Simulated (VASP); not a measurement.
# Cd3S2Cl2 (I2_13) in VASP: single point with PBEsol

Aim: the single point of Cd3S2Cl2 with PBEsol.

Program: VASP 6.6.1. These are calculated values, not measurements. Logs are shortened: lines on timing, memory, paths and dates and some standing lists are left out, and cuts for length are marked.

## (1) The cell of the first run

It takes space group I2_13 (No. 199, cubic). Conventional cell: a = 8.868 Å, b = 8.868 Å, c = 8.868 Å, α = 90.00°, β = 90.00°, γ = 90.00°. Cd (site symmetry 2) has 2 S at 2.43 Å and 2 Cl at 2.84 Å within 3.2 Å. S (site symmetry 3) has 3 Cd at 2.43 Å within 3.2 Å. Within 4.0 Å of Cl (site symmetry 3) lie 6 Cd at 2.84 to 3.35 Å and 8 S at 3.68 to 4.00 Å.

## (2) Single point, PBEsol

Input file INCAR:

```
ALGO = Normal ; EDIFF = 1E-6
ENCUT = 630 ; GGA = PS
GGA_COMPAT = F ; ISIF = 2
ISMEAR = -1 ; LASPH = T
LCHARG = F ; LREAL = F
LWAVE = F ; NBANDS = 99
NELM = 120 ; PREC = Accurate
SIGMA = 0.1
```

Input file KPOINTS:

```
k-points
0
Gamma
  4 4 4
```

Input file POSCAR:

```
Cd3S2Cl2
1.0
   -4.4339030000      4.4339030000      4.4339030000
    4.4339030000     -4.4339030000      4.4339030000
    4.4339030000      4.4339030000     -4.4339030000
Cd S Cl
6 4 4
Direct
    0.2500000000      0.5529000000      0.3029000000
    0.7500000000      0.9471000000      0.1971000000
    0.3029000000      0.2500000000      0.5529000000
    0.1971000000      0.7500000000      0.9471000000
    0.5529000000      0.3029000000      0.2500000000
    0.9471000000      0.1971000000      0.7500000000
    0.5418000000      0.5418000000      0.5418000000
    0.5000000000      0.0000000000      0.9582000000
    0.9582000000      0.5000000000      0.0000000000
    0.0000000000      0.9582000000      0.5000000000
    0.0214000000      0.0214000000      0.0214000000
    0.5000000000      0.0000000000      0.4786000000
    0.4786000000      0.5000000000      0.0000000000
    0.0000000000      0.4786000000      0.5000000000
```

Potentials or basis: VASP PAW PBE potentials, release 64 (Cd_sv_GW, S, Cl).

Launch:

```sh
$ cat potpaw_PBE.64/Cd_sv_GW/POTCAR potpaw_PBE.64/S/POTCAR potpaw_PBE.64/Cl/POTCAR > POTCAR
$ mpirun -np 1 vasp_std > vasp.out
```

OUTCAR:

```text
EDIFF = 1E-6
   ENCUT = 630
   GGA = PS
   ISIF = 2
   ISMEAR = -1
   LASPH = T
   LREAL = F
   NELM = 120
   PREC = Accurate

 ion  position               nearest neighbor table
   1  0.250  0.553  0.303-   7 2.43   9 2.43
   2  0.750  0.947  0.197-   8 2.43  10 2.43
   3  0.303  0.250  0.553-   7 2.43  10 2.43
   4  0.197  0.750  0.947-   8 2.43   9 2.43
   5  0.553  0.303  0.250-   7 2.43   8 2.43
   6  0.947  0.197  0.750-   9 2.43  10 2.43
   7  0.542  0.542  0.542-   3 2.43   1 2.43   5 2.43
   8  0.500  0.000  0.958-   2 2.43   4 2.43   5 2.43
   9  0.958  0.500  0.000-   4 2.43   6 2.43   1 2.43
  10  0.000  0.958  0.500-   2 2.43   3 2.43   6 2.43
  11  0.021  0.021  0.021-
  12  0.500  0.000  0.479-
  13  0.479  0.500  0.000-
  14  0.000  0.479  0.500-

  LATTYP: Found a body centered cubic cell.
 ALAT       =     8.8678060000

  Lattice vectors:

 A1 = (  -4.4339030000,   4.4339030000,   4.4339030000)
 A2 = (   4.4339030000,  -4.4339030000,   4.4339030000)
 A3 = (   4.4339030000,   4.4339030000,  -4.4339030000)

Analysis of symmetry for initial positions (statically):
=====================================================================
 Subroutine PRICEL returns:
 Original cell was already a primitive cell.

 Routine SETGRP: Setting up the symmetry group for a
 body centered cubic supercell.

 Subroutine GETGRP returns: Found 12 space group operations
 (whereof  3 operations were pure point group operations)
 out of a pool of 48 trial point group operations.

The static configuration has the point symmetry C_3 .
 The point group associated with its full space group is T   .

Analysis of symmetry for dynamics (positions and initial velocities):
=====================================================================
 Subroutine PRICEL returns:
 Original cell was already a primitive cell.

 Routine SETGRP: Setting up the symmetry group for a
 body centered cubic supercell.

 Subroutine GETGRP returns: Found 12 space group operations
 (whereof  3 operations were pure point group operations)
 out of a pool of 48 trial point group operations.

The dynamic configuration has the point symmetry C_3 .
 The point group associated with its full space group is T   .

 Subroutine INISYM returns: Found 12 space group operations
 (whereof  3 operations are pure point group operations),
 and found     1 'primitive' translations

----------------------------------------------------------------------------------------

                                     Primitive cell

  volume of cell :     348.6732

  direct lattice vectors                    reciprocal lattice vectors
    -4.433903000  4.433903000  4.433903000     0.000000000  0.112767465  0.112767465
     4.433903000 -4.433903000  4.433903000     0.112767465  0.000000000  0.112767465
     4.433903000  4.433903000 -4.433903000     0.112767465  0.112767465  0.000000000

  length of vectors
     7.679745272  7.679745272  7.679745272     0.159477278  0.159477278  0.159477278

  position of ions in fractional coordinates (direct lattice)
     0.250000000  0.552900000  0.302900000
     0.750000000  0.947100000  0.197100000
     0.302900000  0.250000000  0.552900000
     0.197100000  0.750000000  0.947100000
     0.552900000  0.302900000  0.250000000
     0.947100000  0.197100000  0.750000000
     0.541800000  0.541800000  0.541800000
     0.500000000  0.000000000  0.958200000
     0.958200000  0.500000000  0.000000000
     0.000000000  0.958200000  0.500000000
     0.021400000  0.021400000  0.021400000
     0.500000000  0.000000000  0.478600000
     0.478600000  0.500000000  0.000000000
     0.000000000  0.478600000  0.500000000

  ion indices of the primitive-cell ions
   primitive index   ion index
                 1           1
                 2           2
                 3           3
                 4           4
                 5           5
                 6           6
                 7           7
                 8           8
                 9           9
                10          10
                11          11
                12          12
                13          13
                14          14

----------------------------------------------------------------------------------------

 KPOINTS: k-points

Automatic generation of k-mesh.
 Grid dimensions read from file:
 generate k-points for:    4    4    4

 Generating k-lattice:

  Cartesian coordinates                     Fractional coordinates (reciprocal lattice)
     0.000000000  0.028191866  0.028191866     0.250000000  0.000000000  0.000000000
     0.028191866  0.000000000  0.028191866     0.000000000  0.250000000  0.000000000
     0.028191866  0.028191866  0.000000000     0.000000000  0.000000000  0.250000000

  Length of vectors
     0.039869319  0.039869319  0.039869319

  Shift w.r.t. Gamma in fractional coordinates (k-lattice)
     0.000000000  0.000000000  0.000000000

 Subroutine IBZKPT returns following result:
 ===========================================

 Found      8 irreducible k-points:

 Following reciprocal coordinates:
            Coordinates               Weight
  0.000000  0.000000  0.000000      1.000000
  0.250000  0.000000  0.000000     12.000000
  0.500000  0.000000  0.000000      6.000000
  0.250000  0.250000  0.000000     24.000000
  0.250000  0.250000  0.250000      2.000000
 -0.250000  0.250000  0.250000      6.000000
  0.500000  0.500000  0.250000     12.000000
  0.500000  0.500000  0.500000      1.000000
   k-points           NKPTS =      8   k-points in BZ     NKDIM =      8   number of bands    NBANDS=     99
   number of dos      NEDOS =    301   number of ions     NIONS =     14
   total plane-waves  NPLWV = 262144
   dimension x,y,z NGX =    64 NGY =   64 NGZ =   64
   dimension x,y,z NGXF=   128 NGYF=  128 NGZF=  128
   ions per type =               6   4   4
   NGX,Y,Z   is equivalent  to a cutoff of  13.85, 13.85, 13.85 a.u.
   NGXF,Y,Z  is equivalent  to a cutoff of  27.71, 27.71, 27.71 a.u.
 SYSTEM =  unknown system
   PREC   = accura    normal or accurate (medium, high low for compatibility)
   ISTART =      0    job   : 0-new  1-cont  2-samecut
   ICHARG =      2    charge: 1-file 2-atom 10-const
   ISPIN  =      1    spin polarized calculation?
   LNONCOLLINEAR =      F non collinear calculations
   LSORBIT =      F    spin-orbit coupling
   LASPH  =      T    aspherical Exc in radial PAW
   ENCUT  =  630.0 eV  46.30 Ry    6.80 a.u.  15.72 15.72 15.72*2*pi/ulx,y,z
   NELM   =    120;   NELMIN=  2; NELMDL= -5     # of ELM steps
   EDIFF  = 0.1E-05   stopping-criterion for ELM
   LREAL  =      F    real-space projection
[... 7 lines left out ...]
   TEBEG  =    0.0;   TEEND  =   0.0 temperature during run
   PSTRESS=    0.0 pullay stress
   NELECT =     172.0000    total number of electrons
   NUPDOWN=      -1.0000    fix difference up-down
   EMIN   =  10.00;   EMAX   =-10.00  energy-range for DOS
   EFERMI =   0.00;   METHOD = LEGACY
   ISMEAR =    -1;   SIGMA  =   0.10  broadening in eV -4-tet -1-fermi 0-gaus
   EFERMI_NEDOS =   21; number of points for ismear=-14 and -15
   IALGO  =     38    algorithm
   IMIX   =      4    mixing-type and parameters
     AMIX     =   0.40;   BMIX     =  1.00
     AMIX_MAG =   1.60;   BMIX_MAG =  1.00
  volume/ion in A,a.u.               =      24.91       168.07
  Fermi-wavevector in a.u.,A,eV,Ry     =   1.293535  2.444426 22.765708  1.673232
  Thomas-Fermi vector in A             =   2.425174
   LORBIT       =      0    0 simple, 1 ext, 2 COOP (PROOUT), +10 PAW based schemes
   GGA     = PS    functional components
   LHFCALC =     F    Hartree Fock is set to
   AEXX    =    0.0000 exact exchange contribution
   IVDW    =     0    specifies the selected vdW correction
   LEPSILON=     F    determine dielectric tensor
   LRPA    =     F    only Hartree local field effects (RPA)
 non-spin polarized calculation
  energy-cutoff  :      630.00
  volume of cell :      348.67
 maximum number of plane-waves:     12646
 NGX is ok and might be reduce to    64
   NGX = 31   NGY = 31   NGZ = 31

 number of electron     172.0000031 magnetization

 Free energy of the ion-electron system (eV)
  ---------------------------------------------------
  ext. energy  EPLUGINS =         0.00000000
  ---------------------------------------------------
  free energy    TOTEN  =       -43.17897531 eV

  energy without entropy =      -43.17897325  energy(sigma->0) =      -43.17897428

 E-fermi :   3.0893     XC(G=0):  -9.4096

 val. band max:        1.6262519821   @ k =   0.5000   0.0000   0.0000
 cond. band min:       4.1591075954   @ k =   0.0000   0.0000   0.0000
 fundamental gap:      2.5328556134
 Fermi energy:         3.0892752366

 k-point     1 :       0.0000    0.0000    0.0000
  band No.  band energies     occupation
      1     -99.0452      2.00000
      2     -99.0450      2.00000
      3     -99.0450      2.00000
      4     -99.0450      2.00000
      5     -99.0450      2.00000
      6     -99.0450      2.00000
[... 90 lines left out ...]
     97       8.4740      0.00000
     98       8.5116      0.00000

 k-point     2 :       0.2500    0.0000    0.0000
  band No.  band energies     occupation
      1     -99.0452      2.00000
      2     -99.0451      2.00000
      3     -99.0450      2.00000
      4     -99.0450      2.00000
      5     -99.0450      2.00000
      6     -99.0450      2.00000
[... 595 lines left out ...]
     97       8.0010      0.00000
     98       8.1295      0.00000

 k-point     8 :       0.5000    0.5000    0.5000
  band No.  band energies     occupation
      1     -99.0451      2.00000
      2     -99.0451      2.00000
      3     -99.0451      2.00000
      4     -99.0450      2.00000
      5     -99.0450      2.00000
      6     -99.0450      2.00000
[... 90 lines left out ...]
     97       8.1723      0.00000
     98       8.1803      0.00000
 [bands above 98 left out]

------------------------ aborting loop because EDIFF is reached ----------------------------------------

  FORCE on cell =-STRESS in cart. coord.  units (eV):
  Direction    XX          YY          ZZ          XY          YZ          ZX
  --------------------------------------------------------------------------------------
  -------------------------------------------------------------------------------------
  Total       -2.0139628     -2.0139628     -2.0139628      0.0000000     -0.0000000      0.0000000
  in kB       -9.2542979     -9.2542979     -9.2542979      0.0000000     -0.0000000      0.0000000
  external PRESSURE =      -9.2542979 kB  Pullay stress =       0.0000000 kB

 VOLUME and BASIS-vectors are now :
 -----------------------------------------------------------------------------
  energy-cutoff  :      630.00
  volume of cell :      348.67
      direct lattice vectors                 reciprocal lattice vectors
    -4.433903000  4.433903000  4.433903000     0.000000000  0.112767465  0.112767465
     4.433903000 -4.433903000  4.433903000     0.112767465  0.000000000  0.112767465
     4.433903000  4.433903000 -4.433903000     0.112767465  0.112767465  0.000000000

 POSITION                                       TOTAL-FORCE (eV/Angst)
 -----------------------------------------------------------------------------------
      2.68606      0.00000      2.21695         0.340286     -0.000000      0.000000
      1.74784      0.00000      6.65085        -0.340286     -0.000000      0.000000
      2.21695      2.68606      0.00000         0.000000      0.340286      0.000000
      6.65085      1.74784      0.00000         0.000000     -0.340286      0.000000
      0.00000      2.21695      2.68606         0.000000     -0.000000      0.340286
      0.00000      6.65085      1.74784         0.000000     -0.000000     -0.340286
      2.40229      2.40229      2.40229        -0.124273     -0.124273     -0.124273
      2.03161      6.46552     -2.03161         0.124273      0.124273     -0.124273
     -2.03161      2.03161      6.46552        -0.124273      0.124273      0.124273
      6.46552     -2.03161      2.03161         0.124273     -0.124273      0.124273
      0.09489      0.09489      0.09489         0.088967      0.088967      0.088967
     -0.09489      4.33902      0.09489        -0.088967     -0.088967      0.088967
      0.09489     -0.09489      4.33902         0.088967     -0.088967     -0.088967
      4.33902      0.09489     -0.09489        -0.088967      0.088967     -0.088967
 -----------------------------------------------------------------------------------
    total drift:                                0.000001      0.000001      0.000001

  FREE ENERGIE OF THE ION-ELECTRON SYSTEM (eV)
  ---------------------------------------------------
  free  energy   TOTEN  =       -43.1789753076 eV

  energy  without entropy=      -43.1789732523  energy(sigma->0) =      -43.17897428
```

It took 9.2 min on 1 thread of Intel Xeon Platinum 8488C (Sapphire Rapids), shared host; peak memory 0.75 GiB.

What came out:

* Free energy: -43.1790 eV
* Pressure: -0.9 GPa
* Largest force: 0.340 eV/Å
* Band gap on the k mesh: 2.53 eV (least direct gap 2.57 eV)

Forces on the atoms (eV/Å):
```
Cd   0.340  0.000  0.000
Cd  -0.340  0.000  0.000
Cd   0.000  0.340  0.000
Cd   0.000 -0.340  0.000
Cd   0.000  0.000  0.340
Cd   0.000  0.000 -0.340
S   -0.124 -0.124 -0.124
S    0.124  0.124 -0.124
S   -0.124  0.124  0.124
S    0.124 -0.124  0.124
Cl   0.089  0.089  0.089
Cl  -0.089 -0.089  0.089
Cl   0.089 -0.089 -0.089
Cl  -0.089  0.089 -0.089
```

Levels at points of the mesh, in eV from the valence-band top:
```tsv
k point	band 83	band 84	band 85	band 86	band 87	band 88	band 89	band 90
(0.00, 0.00, 0.00)	-0.17	-0.17	-0.04	-0.04	2.53	3.73	3.73	3.73
(0.50, 0.00, 0.00)	-0.38	-0.29	-0.06	0.00	3.94	4.04	4.57	4.60
(0.50, 0.50, 0.50)	-0.64	-0.64	-0.64	-0.50	4.47	4.47	4.47	4.68
```

Caveat: the PAW data sets were made with another functional, which shifts forces and pressure a little.
